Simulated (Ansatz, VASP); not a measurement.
# One calculation of ScAlC2N2, two programs

INCAR

```
PREC = Accurate
ENCUT = 520
EDIFF = 1E-6
ISMEAR = 0
SIGMA = 0.1
LREAL = False
LASPH = True
NELM = 150
ALGO = Normal
ISIF = 2
LWAVE = False
LCHARG = False
ISPIN = 2
MAGMOM = 0 0 1 1 1 1
LORBIT = 11
LMAXMIX = 4
GGA = PE
NBANDS = 29
```

KPOINTS

```
regular mesh
0
Gamma
  6 4 4
```

Contents of POSCAR:

```
ScAlC2N2
1.0
    3.7103492000      0.0000000000      0.0000000000
    0.8434648800      4.0493219900      0.0000000000
    1.5910794700      1.6256254900      7.1933531200
Sc Al C N
1 1 2 2
Direct
    0.5000000000      0.0000000000      0.5000000000
    0.0000000000      0.0000000000      0.0000000000
    0.8184898400      0.3630203300      0.8184898400
    0.1815101600      0.6369796700      0.1815101600
    0.7052274900      0.5895450100      0.7052274900
    0.2947725100      0.4104549900      0.2947725100
```

Input for Ansatz:

```yaml
crystal:
  lattice:
    - [3.7103492, 0.0, 0.0]
    - [0.84346488, 4.04932199, 0.0]
    - [1.59107947, 1.62562549, 7.19335312]
  atoms:
    - { symbol: Sc, position: [0.5, 0.0, 0.5] }
    - { symbol: Al, position: [0.0, 0.0, 0.0] }
    - { symbol: C, position: [0.81848984, 0.36302033, 0.81848984], spin: 1.0 }
    - { symbol: C, position: [0.18151016, 0.63697967, 0.18151016], spin: 1.0 }
    - { symbol: "N", position: [0.70522749, 0.58954501, 0.70522749], spin: 1.0 }
    - { symbol: "N", position: [0.29477251, 0.41045499, 0.29477251], spin: 1.0 }
basis:
  ecutwfc: 420
kpoints:
  mp_grid: { grid: [6, 4, 4] }
hamiltonian:
  xc: pbe
scf:
  occupations: { method: gaussian, width: 0.1 }
  lower_state_search: "off"
output:
  forces: true
  stress: true
  eigenvalues: true
  populations: true
magnetization:
  spin_polarized: true
```

Alike in both runs: task single point; functional PBE; k mesh 6 × 4 × 4; occupations gaussian, width 0.1 eV; collinear spin.

|  | VASP | Ansatz |
| --- | --- | --- |
| version | VASP 6.6.1 | Ansatz 0.2.0 |
| potentials or method | VASP PAW PBE potentials, release 64 (Sc_sv, Al, C, N), cutoff 520 eV | scalar-relativistic, plane waves, PAW |
| valence electrons in the cell | 32 | 32 |

|  | VASP | Ansatz | Ansatz less VASP |
| --- | --- | --- | --- |
| gap on the k mesh at the Fermi level (eV) | none | none | - |
| pressure (GPa) | 0.9 | 0.5 | -0.41 |
| traceless stress, the component that is largest in VASP (GPa) | -7.18 | -6.55 | +0.630 |
| rms of the force components (eV/Å) | 2.190 | 2.016 | -0.1733 |
| net moment per atom (μB) | 0.00 | 0.00 | 0.000 |

Atom by atom the forces differ by 0.175 eV/Å (rms over components). A gap of «none» marks a metal or a gap that the smearing closes. Ansatz's warnings: seeded moment not kept.

The k mesh is coarse, so the values compare programs but aren't converged. Noted on VASP's run: the standard files for N, O and F lose accuracy on very short bonds.
